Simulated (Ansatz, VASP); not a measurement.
## One calculation of Zr7N8, two programs

```
CELL_PARAMETERS angstrom
0.00000 4.59460 -4.59460
4.59460 4.59460 0.00000
4.59460 0.00000 -4.59460
ATOMIC_POSITIONS crystal
Zr 0.25000 0.25000 0.25000
Zr 0.75000 0.75000 0.25000
Zr 0.75000 0.25000 0.25000
Zr 0.25000 0.75000 0.75000
Zr 0.25000 0.25000 0.75000
Zr 0.75000 0.75000 0.75000
Zr 0.75000 0.25000 0.75000
N 0.50972 0.49028 0.99028
N 0.50972 0.00972 0.99028
N 0.00000 0.50000 0.00000
N 0.99028 0.00972 0.99028
N 0.50972 0.49028 0.50972
N 0.50000 0.00000 0.50000
N 0.99028 0.49028 0.50972
N 0.99028 0.00972 0.50972
```

Change from the starting cell: Zr vacancy (site b), charge +0, atoms relaxed at the host's cell.

Alike in both runs: functional PBE; k mesh 8 × 8 × 8; occupations gaussian, width 0.1 eV; no spin polarisation.

Ansatz relaxed the structure, and its values are those at the end. VASP's run is a single point on that final structure, the one shown.

```csv
,VASP,Ansatz
version,VASP 6.6.1,Ansatz 0.2.0
potentials or method,"VASP PAW PBE potentials, release 64 (Zr_sv, N), cutoff 520 eV","scalar-relativistic, plane waves, PAW"
valence electrons in the cell,124,124
```

VASP gave:

| Quantity | Value |
| --- | --- |
| gap on the k mesh at the Fermi level (eV) | none |
| rms of the force components (eV/Å) | 0.004 |

Q: Estimate Ansatz's values.

A: gap on the k mesh at the Fermi level (eV): none; rms of the force components (eV/Å): 0.001.

A gap of «none» marks a metal or a gap that the smearing closes.
